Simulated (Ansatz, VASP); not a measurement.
## SnO2: VASP beside Ansatz

```xyz
6
Lattice="4.7691 0.0000 0.0000 0.0000 4.7691 0.0000 0.0000 0.0000 3.2120" Properties=species:S:1:pos:R:3 pbc="T T T"
Sn    0.0000    0.0000    0.0000
Sn    2.3846    2.3846    1.6060
O     1.4607    1.4607    0.0000
O     0.9239    3.8452    1.6060
O     3.3085    3.3085    0.0000
O     3.8452    0.9239    1.6060
```

Alike in both runs: functional PBEsol; k mesh 6 × 6 × 8; no spin polarisation.

Ansatz relaxed the structure, and its values are those at the end. VASP's run is a single point on that final structure, the one shown.

|  | VASP | Ansatz |
| --- | --- | --- |
| version | VASP 6.6.1 | Ansatz 0.2.0 |
| potentials or method | VASP PAW PBE potentials, release 64 (Sn_d, O), cutoff 600 eV | scalar-relativistic, plane waves, PAW |
| occupations | gaussian, width 0.01 eV | fixed |
| valence electrons in the cell | 52 | 52 |

```csv
,VASP,Ansatz,Ansatz less VASP
gap on the k mesh at the Fermi level (eV),0.91,0.92,+0.005
least direct gap on the mesh (eV),0.91,0.92,+0.005
pressure (GPa),0.5,0.0,-0.50
rms of the force components (eV/Å),0.007,0.000,-0.0065
```

VASP's potentials were made for PBE, not for PBEsol.
